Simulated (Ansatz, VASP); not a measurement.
Al in VASP and in Ansatz

File INCAR:

```
PREC = Accurate ; ENCUT = 520
EDIFF = 1E-6 ; ISMEAR = 0
SIGMA = 0.05 ; LREAL = F
LASPH = T ; NELM = 60
ALGO = Normal ; ISIF = 2
LWAVE = F ; LCHARG = F
GGA = PE ; NBANDS = 8
```

File KPOINTS:

```
regular mesh
0
Gamma
  18 18 18
```

POSCAR

```
Al
1.0
    0.0000000000      2.0248050000      2.0248050000
    2.0248050000      0.0000000000      2.0248050000
    2.0248050000      2.0248050000      0.0000000000
Al
1
Direct
    0.0000000000      0.0000000000      0.0000000000
```

Input for Ansatz:

```yaml
crystal:
  lattice:
    - [0.0, 2.024805, 2.024805]
    - [2.024805, 0.0, 2.024805]
    - [2.024805, 2.024805, 0.0]
  atoms:
    - { symbol: Al, position: [0.0, 0.0, 0.0] }
basis:
  ecutwfc: 420
  ecutrho_ratio: 4
kpoints:
  mp_grid: { grid: [18, 18, 18] }
hamiltonian:
  xc: pbe
scf:
  occupations: { method: gaussian, width: 0.05 }
output:
  forces: true
  stress: true
  eigenvalues: true
```

Alike in both runs: task single point; functional PBE; k mesh 18 × 18 × 18; occupations gaussian, width 0.05 eV; no spin polarisation.

|  | VASP | Ansatz |
| --- | --- | --- |
| version | VASP 6.6.1 | Ansatz 0.2.0 |
| potentials or method | VASP PAW PBE potentials, release 64 (Al), cutoff 520 eV | scalar-relativistic, plane waves, PAW |
| valence electrons in the cell | 3 | 3 |

```tsv
	VASP	Ansatz	Ansatz less VASP
gap on the k mesh at the Fermi level (eV)	none	none	-
pressure (GPa)	-0.4	-0.4	+0.04
```

A gap of «none» marks a metal or a gap that the smearing closes. With one functional, cell and mesh, what is left measures potentials, basis and numerics.
